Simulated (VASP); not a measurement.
Set up this calculation in VASP 6.6.1, as the native input.

* Task: single point
* Functional: PBE
* Potentials or basis: VASP PAW PBE potentials, release 64 (Sn_d, Se)
* Cutoff: 520 eV
* k mesh: 10 × 10 × 10
* Occupations: gaussian, width 0.1 eV
* Spin: no spin polarisation
* Dipole correction: no
* Further INCAR settings: ALGO = Normal; EDIFF = 1e-07; NBANDS = 32

The structure of Sn3Se lies in POSCAR:

```
Sn3Se
1.0
    0.0000000000      3.6133416016      3.6693386716
    3.6133416016      0.0000000000      3.6693386716
    3.6133416016      3.6133416016      0.0000000000
Sn Se
3 1
Direct
    0.2539976854      0.2539976854      0.2460023146
    0.7539976854      0.7539976854      0.7460023146
    0.4965739385      0.4965739385      0.5034260615
   -0.0045693093     -0.0045693093      0.0045693093
```

This cell differs from its parent crystal: strained and its atoms moved.

One way to write it, as run:

INCAR

```
PREC     = Accurate       # precision mode
ENCUT    = 520            # plane-wave cutoff, eV
EDIFF    = 1E-7           # SCF threshold, eV
ISMEAR   = 0              # smearing method
SIGMA    = 0.1            # smearing width, eV
LREAL    = F              # projectors in reciprocal space
LASPH    = T              # aspherical terms in the spheres
NELM     = 100            # most SCF steps
ALGO     = Normal         # electronic algorithm
ISIF     = 2              # what is computed and relaxed
LWAVE    = F              # write WAVECAR
LCHARG   = T              # write CHGCAR
GGA      = PE             # functional
LELF     = T              # ELF
LVHAR    = T            
NBANDS   = 32             # bands
```

KPOINTS

```
Automatic mesh
0
Gamma
  10 10 10
```

Potentials or basis: VASP PAW PBE potentials, release 64 (Sn_d, Se).

Run with:

```sh
$ cat potpaw_PBE.64/Sn_d/POTCAR potpaw_PBE.64/Se/POTCAR > POTCAR
$ mpirun -np 1 vasp_std > vasp.out
```

It gave:

| Item | Value |
| --- | --- |
| Pressure | 4.9 GPa |
| Largest force | 0.119 eV/Å |
| Band gap on the k mesh | zero (bands 24 and 25 overlap by 2.29 eV) |

Caveat: the cell differs from its parent crystal (strained and its atoms moved); the cell stands under pressure; spin-orbit coupling is left out, which moves the levels of the heavy elements.

It took 3.1 min on 1 thread of Intel(R) Xeon(R) Platinum 8488C (Sapphire Rapids), on a shared host, peak memory 0.41 GiB.
